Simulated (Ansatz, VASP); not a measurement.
# Two plane-wave programs on Au

```
CELL_PARAMETERS angstrom
-1.66160 1.66160 1.54002
1.66160 -1.66160 1.54002
1.66160 1.66160 -1.54002
ATOMIC_POSITIONS crystal
Au 0.00000 0.00000 0.00000
```

Change from the starting cell: strain +0.025 along x and y, -0.050 along z, atoms carried along.

Alike in both runs: task single point; functional PBEsol; k mesh 26 × 26 × 26; occupations gaussian, width 0.15 eV; no spin polarisation.

|  | VASP | Ansatz |
| --- | --- | --- |
| version | VASP 6.6.1 | Ansatz 0.2.0 |
| potentials or method | VASP PAW PBE potentials, release 64 (Au), cutoff 520 eV | scalar-relativistic, plane waves, PAW |
| valence electrons in the cell | 11 | 19 |

|  | VASP | Ansatz | Ansatz less VASP |
| --- | --- | --- | --- |
| gap on the k mesh at the Fermi level (eV) | none | none | - |
| pressure (GPa) | 0.4 | 0.6 | +0.23 |
| traceless stress, the component that is largest in VASP (GPa) | -0.39 | -0.38 | +0.007 |

VASP's potentials were made for PBE, not for PBEsol. A gap of «none» marks a metal or a gap that the smearing closes. VASP's potentials hold 11 valence electrons a cell and Ansatz's 19, so a difference there can come from the potentials and not from the codes.

Neither program's run includes spin-orbit coupling.
